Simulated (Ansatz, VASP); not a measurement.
## One calculation of Pd, two programs

File INCAR:

```
SYSTEM = Pd
PREC     = Accurate       ! precision mode
ENCUT    = 520            ! plane-wave cutoff, eV
EDIFF    = 1E-6           ! SCF threshold, eV
ISMEAR   = -1             ! smearing method
SIGMA    = 0.05           ! smearing width, eV
LREAL    = .False.        ! projectors in reciprocal space
LASPH    = .True.         ! aspherical terms in the spheres
NELM     = 60             ! most SCF steps
ALGO     = Normal         ! electronic algorithm
ISIF     = 2              ! what is computed and relaxed
LWAVE    = .False.        ! write WAVECAR
LCHARG   = .True.         ! write CHGCAR
GGA      = PE             ! functional
LELF     = .True.         ! ELF
LVHAR    = .True.       
NBANDS   = 11             ! bands
```

File KPOINTS:

```
regular mesh
0
Gamma
  18 18 18
  0 0 0
```

The input POSCAR:

```
Pd
1.0
    0.0000000000      1.9051970228      1.9051970228
    1.9051970228      0.0000000000      1.9051970228
    1.9051970228      1.9051970228      0.0000000000
Pd
1
Direct
    0.0000000000      0.0000000000      0.0000000000
```

Input for Ansatz:

```yaml
crystal:
  lattice:
    - [0.0, 1.9051970228, 1.9051970228]
    - [1.9051970228, 0.0, 1.9051970228]
    - [1.9051970228, 1.9051970228, 0.0]
  atoms:
    - { symbol: Pd, position: [0.0, 0.0, 0.0] }
kpoints:
  mp_grid: { grid: [18, 18, 18] }
  band_path:
    path:
      - [0.0, 0.0, 0.0]
      - [0.5, 0.0, 0.5]
      - [0.625, 0.25, 0.625]
      - [0.375, 0.375, 0.75]
      - [0.0, 0.0, 0.0]
      - [0.5, 0.5, 0.5]
      - [0.5, 0.25, 0.75]
      - [0.5, 0.0, 0.5]
    npoints: 5
scf:
  occupations: { method: fermi_dirac, width: 0.05 }
hamiltonian:
  xc: pbe
  pseudopotentials: { kind: all_electron, lapw: { basis_error: 0.00025 } }
output:
  forces: true
  stress: true
  eigenvalues: true
```

Change from the starting cell: volume scaled by 0.94.

Alike in both runs: task single point; functional PBE; k mesh 18 × 18 × 18; occupations fermi-dirac, width 0.05 eV; no spin polarisation.

|  | VASP | Ansatz |
| --- | --- | --- |
| version | VASP 6.6.1 | Ansatz 0.2.0 |
| potentials or method | VASP PAW PBE potentials, release 64 (Pd), cutoff 520 eV | all-electron LAPW, scalar-relativistic |

|  | VASP | Ansatz | Ansatz less VASP |
| --- | --- | --- | --- |
| pressure (GPa) | 22.3 | 22.7 | +0.36 |

Ansatz ran all-electron here, and VASP with PAW potentials.
